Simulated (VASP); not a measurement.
Here is a VASP 6.6.1 calculation.

Contents of INCAR:

```
PREC = Accurate ; ENCUT = 520
EDIFF = 1E-6 ; ISMEAR = 0
SIGMA = 0.02 ; LREAL = False
LASPH = True ; NELM = 80
ALGO = Normal ; ISIF = 2
LWAVE = False ; LCHARG = False
GGA = PE ; NBANDS = 16
```

The input KPOINTS:

```
regular mesh
0
Gamma
  8 8 8
```

POSCAR

```
ZnSe
1.0
    0.0000000000      2.8585957500      2.8585957500
    2.8585957500      0.0000000000      2.8585957500
    2.8585957500      2.8585957500      0.0000000000
Zn Se
1 1
Direct
    0.0000000000      0.0000000000      0.0000000000
    0.7500000000      0.7500000000      0.7500000000
```

Potentials or basis: VASP PAW PBE potentials, release 64 (Zn, Se).

Command:

```console
$ cat potpaw_PBE.64/Zn/POTCAR potpaw_PBE.64/Se/POTCAR > POTCAR
$ mpirun -np 1 vasp_std > vasp.out
```

(1) Predict the band gap on the k mesh.

(2) Predict the pressure.

Answers

(1) 1.19 eV, direct.

(2) 0.7 GPa.

Caveat: the cell differs from its parent crystal (functional PBE, strained).
